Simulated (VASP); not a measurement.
# C (C2/m) in VASP: further runs, part 2 of 2

VASP 6.6.1. Earlier steps stand in the parts before.

## (3) Single point, r2SCAN (atoms displaced along a vibrational mode)

Contents of POSCAR:

```
C
1.0
    0.0000000000     -1.7834000000     -1.7834000000
   -1.7834000000      0.0000000000     -1.7834000000
    1.7834000000      1.7834000000     -3.5668000000
C
4
Direct
    0.7293975728      0.7293975728      0.7500000379
    0.2706024272      0.2706024272      0.2499999621
    0.3543975728      0.3543975728      0.8750000379
    0.8956024272      0.8956024272      0.3749999621
```

Contents of INCAR.step1:

```
ALGO = Normal ; EDIFF = 1E-5
ENCUT = 660 ; GGA = PE
GGA_COMPAT = F ; ISMEAR = 0
LASPH = T ; LCHARG = F
LREAL = F ; LWAVE = T
NBANDS = 16 ; NELM = 120
PREC = Accurate ; SIGMA = 0.05
```

Contents of INCAR.step2:

```
ALGO = Normal ; EDIFF = 1E-6
ENCUT = 660 ; GGA_COMPAT = F
ISIF = 2 ; ISMEAR = 0
ISTART = 1 ; LASPH = T
LCHARG = F ; LMIXTAU = T
LREAL = F ; LWAVE = F
METAGGA = R2SCAN ; NBANDS = 16
NELM = 120 ; PREC = Accurate
SIGMA = 0.05
```

Contents of KPOINTS:

```
k-points
0
Gamma
  12 12 10
```

Potentials or basis: VASP PAW PBE potentials, release 64 (C).

Run with:

```console
cat potpaw_PBE.64/C/POTCAR > POTCAR
cp INCAR.step1 INCAR
mpirun -np 1 vasp_std > vasp.out
cp INCAR.step2 INCAR
mpirun -np 1 vasp_std > vasp.out
```

OUTCAR:

```text
EDIFF = 1E-6
   ENCUT = 660
   ISIF = 2
   ISMEAR = 0
   ISTART = 1
   LASPH = T
   LREAL = F
   METAGGA = R2SCAN
   NELM = 120
   PREC = Accurate

 ion  position               nearest neighbor table
   1  0.729  0.729  0.750-   3 1.54   3 1.54   3 1.54   4 1.55
   2  0.271  0.271  0.250-   4 1.54   4 1.54   4 1.54   3 1.55
   3  0.354  0.354  0.875-   1 1.54   1 1.54   1 1.54   2 1.55
   4  0.896  0.896  0.375-   2 1.54   2 1.54   2 1.54   1 1.55

  LATTYP: Found a trigonal (rhomboedric) cell.
 ALAT       =     4.3684200073
 COS(alpha) =     0.8333333333

  Lattice vectors:

 A1 = (   1.7834000000,   3.5668000000,  -1.7834000000)
 A2 = (   3.5668000000,   1.7834000000,  -1.7834000000)
 A3 = (   1.7834000000,   1.7834000000,  -3.5668000000)

Analysis of symmetry for initial positions (statically):
=====================================================================
 Subroutine PRICEL returns:
 Original cell was already a primitive cell.

 Routine SETGRP: Setting up the symmetry group for a
 trigonal (rhombohedral) supercell.

 Subroutine GETGRP returns: Found  4 space group operations
 (whereof  2 operations were pure point group operations)
 out of a pool of 12 trial point group operations.

The static configuration has the point symmetry C_1h.
 The point group associated with its full space group is C_2h.

Analysis of symmetry for dynamics (positions and initial velocities):
=====================================================================
 Subroutine PRICEL returns:
 Original cell was already a primitive cell.

 Routine SETGRP: Setting up the symmetry group for a
 trigonal (rhombohedral) supercell.

 Subroutine GETGRP returns: Found  4 space group operations
 (whereof  2 operations were pure point group operations)
 out of a pool of 12 trial point group operations.

[... 145 lines left out ...]
   IMIX   =      4    mixing-type and parameters
     AMIX     =   0.40;   BMIX     =  1.00
     AMIX_MAG =   1.60;   BMIX_MAG =  1.00
  volume/ion in A,a.u.               =       5.67        38.28
  Fermi-wavevector in a.u.,A,eV,Ry     =   1.457178  2.753668 28.890189  2.123369
  Thomas-Fermi vector in A             =   2.574010
   LORBIT       =      0    0 simple, 1 ext, 2 COOP (PROOUT), +10 PAW based schemes
   METAGGA = R2SCAN    functional components
   LHFCALC =     F    Hartree Fock is set to
   AEXX    =    0.0000 exact exchange contribution
   IVDW    =     0    specifies the selected vdW correction
   LEPSILON=     F    determine dielectric tensor
   LRPA    =     F    only Hartree local field effects (RPA)
 non-spin polarized calculation
 Gauss-broadening in eV      SIGMA  =   0.05
  energy-cutoff  :      660.00
  volume of cell :       22.69
 maximum number of plane-waves:       886
 NGX is ok and might be reduce to    24
   NGX = 11   NGY = 11   NGZ = 19

 number of electron      15.9999999 magnetization

 Free energy of the ion-electron system (eV)
  ---------------------------------------------------
  ext. energy  EPLUGINS =         0.00000000
  ---------------------------------------------------
  free energy    TOTEN  =       -39.11363545 eV

  energy without entropy =      -39.11363545  energy(sigma->0) =      -39.11363545

 E-fermi :  10.0394     XC(G=0): -14.2650

 val. band max:        9.8382820754   @ k =   0.0000   0.0000   0.0000
 cond. band min:      13.9325064569   @ k =  -0.3333  -0.3333   0.3000
 fundamental gap:      4.0942243815
 Fermi energy:        10.0393895336

 k-point     1 :       0.0000    0.0000    0.0000
  band No.  band energies     occupation
      1     -12.9751      2.00000
      2      -7.0432      2.00000
      3      -4.2740      2.00000
      4       6.7768      2.00000
      5       6.8196      2.00000
      6       9.5118      2.00000
[... 433 lines left out ...]
      3      -1.9555      2.00000
      4      -1.0924      2.00000
      5       1.2281      2.00000
      6       1.9905      2.00000
[... 8 lines left out ...]
     15      24.9134      0.00000
     16      25.9491      0.00000

 [... further k-points ...]

------------------------ aborting loop because EDIFF is reached ----------------------------------------

  FORCE on cell =-STRESS in cart. coord.  units (eV):
  Direction    XX          YY          ZZ          XY          YZ          ZX
  --------------------------------------------------------------------------------------
  -------------------------------------------------------------------------------------
  Total       -0.2232108     -0.2232108     -0.6424242     -0.0422837     -0.1087897     -0.1087896
  in kB      -15.7623003    -15.7623003    -45.3655488     -2.9859107     -7.6823112     -7.6823098
  external PRESSURE =     -25.6300498 kB  Pullay stress =       0.0000000 kB

 VOLUME and BASIS-vectors are now :
 -----------------------------------------------------------------------------
  energy-cutoff  :      660.00
  volume of cell :       22.69
      direct lattice vectors                 reciprocal lattice vectors
     0.000000000 -1.783400000 -1.783400000     0.140181675 -0.420545026 -0.140181675
    -1.783400000  0.000000000 -1.783400000    -0.420545026  0.140181675 -0.140181675
     1.783400000  1.783400000 -3.566800000     0.140181675  0.140181675 -0.140181675

 POSITION                                       TOTAL-FORCE (eV/Angst)
 -----------------------------------------------------------------------------------
      0.03674      0.03674     -5.27672        -0.538839     -0.538839     -1.022701
     -0.03674     -0.03674     -1.85688         0.485072      0.485072      1.015640
      0.92844      0.92844     -4.38502        -0.485072     -0.485072     -1.015640
     -0.92844     -0.92844     -4.53198         0.538839      0.538839      1.022701
 -----------------------------------------------------------------------------------
    total drift:                                0.000000      0.000000     -0.000000

  FREE ENERGIE OF THE ION-ELECTRON SYSTEM (eV)
  ---------------------------------------------------
  free  energy   TOTEN  =       -39.1136354523 eV

  energy  without entropy=      -39.1136354523  energy(sigma->0) =      -39.11363545
```

OSZICAR.step1:

```text
N       E                     dE             d eps       ncg     rms          rms(c)
DAV:   1     0.288333808311E+02    0.28833E+02   -0.95854E+03 12736   0.118E+03
DAV:   2    -0.352660407619E+02   -0.64099E+02   -0.58932E+02 18168   0.205E+02
DAV:   3    -0.374092545298E+02   -0.21432E+01   -0.21348E+01 14768   0.321E+01
DAV:   4    -0.374172266117E+02   -0.79721E-02   -0.79713E-02 15296   0.241E+00
DAV:   5    -0.374172631826E+02   -0.36571E-04   -0.36571E-04 14520   0.148E-01    0.776E+00
DAV:   6    -0.364846302934E+02    0.93263E+00   -0.57252E-01 15056   0.479E+00    0.463E+00
DAV:   7    -0.361712560767E+02    0.31337E+00   -0.66532E-01 16032   0.536E+00    0.102E+00
DAV:   8    -0.361739629394E+02   -0.27069E-02   -0.13671E-02 14136   0.784E-01    0.573E-02
DAV:   9    -0.361740288905E+02   -0.65951E-04   -0.15370E-04 16160   0.933E-02    0.272E-02
DAV:  10    -0.361740639652E+02   -0.35075E-04   -0.28876E-05 13080   0.453E-02    0.617E-03
DAV:  11    -0.361740638743E+02    0.90837E-07   -0.42203E-07  6368   0.544E-03
   1 F= -.36174064E+02 E0= -.36174064E+02  d E =-.107652E-16
```

It took 24 min on 1 thread of Oxide Virtual Turin-like, shared host; peak memory 0.24 GiB.

What came out:

```
Free energy            : -39.1136 eV
Pressure               : -2.6 GPa
Largest force          : 1.275 eV/Å
Band gap on the k mesh : 4.09 eV (least direct gap 5.67 eV)
```

Forces on the atoms (eV/Å):
```
C   -0.539 -0.539 -1.023
C    0.485  0.485  1.016
C   -0.485 -0.485 -1.016
C    0.539  0.539  1.023
```

Caveat: the cell differs from its parent crystal (atoms displaced along a vibrational mode); the PAW data sets were made with another functional, which shifts forces and pressure a little. A k mesh can miss the band edges.

## (4) Single point, r2SCAN (atoms displaced along a vibrational mode)

Contents of POSCAR:

```
C
1.0
    0.0000000000     -1.7834000000     -1.7834000000
   -1.7834000000      0.0000000000     -1.7834000000
    1.7834000000      1.7834000000     -3.5668000000
C
4
Direct
    0.7259638349      0.7259638349      0.7500000442
    0.2740361651      0.2740361651      0.2499999558
    0.3509638349      0.3509638349      0.8750000442
    0.8990361651      0.8990361651      0.3749999558
```

Contents of INCAR.step1:

```
SYSTEM = C
ALGO = Normal
EDIFF = 1E-5
ENCUT = 660
GGA = PE
GGA_COMPAT = .False.
ISMEAR = 0
LASPH = .True.
LCHARG = .False.
LREAL = .False.
LWAVE = .True.
NBANDS = 16
NELM = 120
PREC = Accurate
SIGMA = 0.05
```

Contents of INCAR.step2:

```
SYSTEM = C
ALGO = Normal
EDIFF = 1E-6
ENCUT = 660
GGA_COMPAT = .False.
ISIF = 2
ISMEAR = 0
ISTART = 1
LASPH = .True.
LCHARG = .True.
LELF = .True.
LMIXTAU = .True.
LREAL = .False.
LVHAR = .True.
LWAVE = .False.
METAGGA = R2SCAN
NBANDS = 16
NELM = 120
PREC = Accurate
SIGMA = 0.05
```

Contents of KPOINTS:

```
k-points
0
Gamma
  12 12 10
  0 0 0
```

Run with:

```console
cat potpaw_PBE.64/C/POTCAR > POTCAR
cp INCAR.step1 INCAR
mpirun -np 1 vasp_std > vasp.out
cp INCAR.step2 INCAR
mpirun -np 1 vasp_std > vasp.out
```

Wall time 21 min (1 thread of Oxide Virtual Turin-like, shared host); peak memory 0.23 GiB.

It converged, with:

```yaml
Free_energy: -39.0323 eV
Pressure: -2.6 GPa
Largest_force: 1.495 eV/Å
Band_gap_on_the_k_mesh: 4.00 eV (least direct gap 5.61 eV)
```

Forces on the atoms (eV/Å):
```
C   -0.633 -0.633 -1.197
C    0.564  0.564  1.183
C   -0.564 -0.564 -1.183
C    0.633  0.633  1.197
```

Stress tensor (GPa, compression positive):
```
-1.30 -0.38 -1.07
-0.38 -1.30 -1.07
-1.07 -1.07 -5.32
```

Levels at points of the mesh, in eV from the valence-band top:
```csv
k point,band 4,band 5,band 6,band 7,band 8,band 9,band 10,band 11,band 12,band 13
"(0.00, 0.00, 0.00)",-3.09,-3.03,-0.44,-0.26,0.00,5.61,5.75,5.76,8.64,8.69
"(0.50, 0.00, 0.00)",-11.63,-7.29,-7.23,-5.25,-5.24,6.11,6.21,10.59,11.91,12.89
"(0.50, 0.50, 0.00)",-13.63,-6.82,-6.69,-3.17,-2.95,4.25,4.82,8.70,8.79,8.95
"(0.00, 0.00, 0.50)",-7.09,-2.25,-2.24,-1.78,-1.77,6.94,7.41,7.58,8.53,8.90
"(0.50, 0.00, 0.50)",-13.71,-6.80,-6.72,-3.36,-2.95,4.59,5.12,8.47,8.72,8.97
"(0.50, 0.50, 0.50)",-11.66,-7.19,-7.10,-5.36,-5.31,6.00,6.21,10.21,12.38,13.25
```

Caveat: the cell differs from its parent crystal (atoms displaced along a vibrational mode); the PAW data sets were made with another functional, which shifts forces and pressure a little. A k mesh can miss the band edges.

## (5) The runs side by side

| cell | gap on the mesh (eV) | pressure (GPa) | largest force (eV/Å) |
| --- | --- | --- | --- |
| as given, atomic positions A | 3.87 | -2.7 | 1.72 |
| as given, atomic positions B | 4.09 | -2.6 | 1.28 |
| as given, atomic positions C | 4.00 | -2.6 | 1.50 |

Alike in all rows: task single point; level r2SCAN; potentials or basis VASP PAW PBE potentials, release 64 (C); no spin polarisation; k mesh 12 × 12 × 10; cutoff (eV) 660; smearing gaussian 0.05 eV.

Caveats: the PAW data sets were made with another functional, which shifts forces and pressure a little; the stress differs along the axes, from -6 to -1 GPa (at least some runs).

Absolute energies hang on the potentials; compare differences alone.
